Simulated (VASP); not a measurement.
Here is a VASP 6.6.1 calculation.

The input POSCAR:

```
Sb
1.0
    2.1706020527      1.2531976795      3.8710910875
   -2.1706020527      1.2531976795      3.8710910875
    0.0000000000     -2.5063953589      3.8710910875
Sb
2
Direct
    0.2313018333      0.2313018333      0.2313018333
    0.7686981667      0.7686981667      0.7686981667
```

The input INCAR.step1:

```
SYSTEM = Sb
ALGO = Normal ; EDIFF = 1E-4
ENCUT = 520 ; GGA = PE
ISMEAR = -1 ; LASPH = .TRUE.
LCHARG = .FALSE. ; LREAL = .FALSE.
LWAVE = .TRUE. ; NBANDS = 12
NELM = 80 ; PREC = Accurate
SIGMA = 0.6
```

Contents of INCAR.step2:

```
SYSTEM = Sb
ALGO = Normal ; EDIFF = 1E-6
ENCUT = 520 ; ISIF = 2
ISMEAR = -1 ; ISTART = 1
LASPH = .TRUE. ; LCHARG = .FALSE.
LMIXTAU = .TRUE. ; LREAL = .FALSE.
LWAVE = .FALSE. ; METAGGA = R2SCAN
NBANDS = 12 ; NELM = 80
PREC = Accurate ; SIGMA = 0.6
```

The input KPOINTS:

```
k-points
0
G
  9 9 9
  0 0 0
```

Potentials or basis: VASP PAW PBE potentials, release 64 (Sb).

Run with:

```bash
$ cat potpaw_PBE.64/Sb/POTCAR > POTCAR
$ cp INCAR.step1 INCAR
$ mpirun -np 1 vasp_std > vasp.out
$ cp INCAR.step2 INCAR
$ mpirun -np 1 vasp_std > vasp.out
```

Problem. What does it give for the largest force?

Solution. 0.418 eV/Å.

Problem. Predict the pressure.

Solution. 1.1 GPa.

Forces in eV/Å, atoms in the order of the input:
```
Sb   0.000  0.000  0.418
Sb   0.000  0.000 -0.418
```

Caveat: the PAW data sets were made with another functional, which shifts forces and pressure a little.
